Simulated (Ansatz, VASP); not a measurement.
**Two plane-wave programs on BP**

Contents of POSCAR:

```
BP
1.0
    0.0000000000      1.9821540745      2.9732311117
    1.9821540745      0.0000000000      2.9732311117
    1.9821540745      1.9821540745      0.0000000000
B P
1 1
Direct
    0.0000000000      0.0000000000      0.0000000000
    0.7500000000      0.7500000000      0.7500000000
```

Contents of INCAR.step1:

```
PREC     = Accurate       # precision mode
ENCUT    = 520            # plane-wave cutoff, eV
ISMEAR   = 0              # smearing method
SIGMA    = 0.05           # smearing width, eV
LREAL    = False          # projectors in reciprocal space
LASPH    = True           # aspherical terms in the spheres
NELM     = 100            # most SCF steps
NBANDS   = 11             # bands
GGA      = PE             # functional
ALGO     = Normal         # electronic algorithm
EDIFF    = 1E-4           # SCF threshold, eV
LWAVE    = True           # write WAVECAR
LCHARG   = False          # write CHGCAR
```

The input INCAR.step2:

```
PREC     = Accurate       # precision mode
ENCUT    = 520            # plane-wave cutoff, eV
EDIFF    = 1E-7           # SCF threshold, eV
ISMEAR   = 0              # smearing method
SIGMA    = 0.05           # smearing width, eV
LREAL    = False          # projectors in reciprocal space
LASPH    = True           # aspherical terms in the spheres
NELM     = 100            # most SCF steps
ALGO     = Normal         # electronic algorithm
ISIF     = 2              # what is computed and relaxed
LWAVE    = False          # write WAVECAR
LCHARG   = False          # write CHGCAR
METAGGA  = R2SCAN         # meta-GGA
LMIXTAU  = True         
NBANDS   = 11             # bands
ISTART   = 1
```

KPOINTS

```
Automatic mesh
0
Gamma
  12 12 12
```

Input for Ansatz:

```yaml
crystal:
  lattice:
    - [0.0, 1.9821540745, 2.9732311117]
    - [1.9821540745, 0.0, 2.9732311117]
    - [1.9821540745, 1.9821540745, 0.0]
  atoms:
    - { symbol: B, position: [0.0, 0.0, 0.0] }
    - { symbol: P, position: [0.75, 0.75, 0.75] }
basis:
  ecutwfc: 500
kpoints:
  mp_grid: { grid: [12, 12, 12] }
hamiltonian:
  xc: r2scan
scf:
  occupations: { method: gaussian, width: 0.05 }
output:
  forces: true
  stress: true
  eigenvalues: true
  write_density: true
  write_potential: true
  elf: true
  volumetric_format: npy
```

Alike in both runs: task single point; functional r2SCAN; k mesh 12 × 12 × 12; occupations gaussian, width 0.05 eV; no spin polarisation.

|  | VASP | Ansatz |
| --- | --- | --- |
| version | VASP 6.6.1 | Ansatz 0.2.0 |
| potentials or method | VASP PAW PBE potentials, release 64 (B, P), cutoff 520 eV | scalar-relativistic, plane waves, PAW |
| valence electrons in the cell | 8 | 8 |

```tsv
	VASP	Ansatz	Ansatz less VASP
gap on the k mesh at the Fermi level (eV)	none	none	-
pressure (GPa)	-4.3	-3.9	+0.39
traceless stress, the component that is largest in VASP (GPa)	-55.73	-55.10	+0.626
```

VASP's potentials were made for PBE, not for r2SCAN. A gap of «none» marks a metal or a gap that the smearing closes.
